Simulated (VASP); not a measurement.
Wanted: the native input for a VASP 6.6.1 run.

```yaml
Task: single point
Functional: PBE
Potentials_or_basis: VASP PAW PBE potentials, release 64 (Ta_pv, Ge_d)
Cutoff: 520 eV
k_mesh: 4 × 4 × 4
Occupations: gaussian, width 0.1 eV
Spin: no spin polarisation
Dipole_correction: no
Further_INCAR_settings: ALGO = Normal; EDIFF = 1e-06; NBANDS = 34
```

The structure of TaGe3 lies in POSCAR:

```
TaGe3
1.0
    4.1822974700      0.0000000000      0.0000000000
    0.0000000000      4.1822974700      0.0000000000
    0.0000000000      0.0000000000      4.1822974700
Ta Ge
1 3
Direct
    0.0000000000      0.0000000000      0.0000000000
    0.5000000000      0.5000000000      0.0000000000
    0.0000000000      0.5000000000      0.5000000000
    0.5000000000      0.0000000000      0.5000000000
```

The input as run:

INCAR

```
PREC = Accurate
ENCUT = 520
EDIFF = 1E-6
ISMEAR = 0
SIGMA = 0.1
LREAL = False
LASPH = True
NELM = 80
ALGO = Normal
ISIF = 2
LWAVE = False
LCHARG = False
GGA = PE
NBANDS = 34
```

KPOINTS

```
regular mesh
0
Gamma
  4 4 4
```

Potentials or basis: VASP PAW PBE potentials, release 64 (Ta_pv, Ge_d).

Command:

```console
$ cat potpaw_PBE.64/Ta_pv/POTCAR potpaw_PBE.64/Ge_d/POTCAR > POTCAR
$ mpirun -np 1 vasp_std > vasp.out
```

It gave:

* Pressure: -4.4 GPa

Caveat: the k points lie up to 0.38 Å⁻¹ apart.

Wall time 17 s on 1 thread of Intel(R) Xeon(R) Platinum 8559C (Emerald Rapids), on a shared host, peak memory 0.18 GiB.
